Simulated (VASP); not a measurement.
Nb, 1 atom in the cell. It takes space group Pm-3m (No. 221, cubic). The conventional cell has a = 2.683 Å, b = 2.683 Å, c = 2.683 Å, α = 90.00°, β = 90.00°, γ = 90.00°. Within 3.5 Å of Nb (site symmetry m-3m) lie 6 Nb at 2.68 Å.  This cell differs from its parent crystal: volume scaled by 0.96.

* Program: VASP 6.6.1
* Task: single point
* Functional: PBE
* Potentials or basis: VASP PAW PBE potentials, release 64 (Nb_sv)
* Cutoff: 520 eV
* k mesh: 13 × 13 × 13
* Occupations: fermi-dirac, width 0.05 eV
* Spin: collinear spin, ferromagnetic start
* Starting moments: [1.0] μB
* Dipole correction: no
* Further INCAR settings: ALGO = Normal; EDIFF = 1e-07; NBANDS = 16

Potentials or basis: VASP PAW PBE potentials, release 64 (Nb_sv).

Run with:

```bash
$ cat potpaw_PBE.64/Nb_sv/POTCAR > POTCAR
$ mpirun -np 1 vasp_std > vasp.out
```

Hardware: 1 thread of Intel(R) Xeon(R) 6975P-C (Granite Rapids), with other jobs on the host.

How long does it take, and how much memory?

Wall time 20 s on 1 thread of Intel(R) Xeon(R) 6975P-C (Granite Rapids), on a shared host, peak memory 0.15 GiB. Counts: scf iterations 14, k points 84.
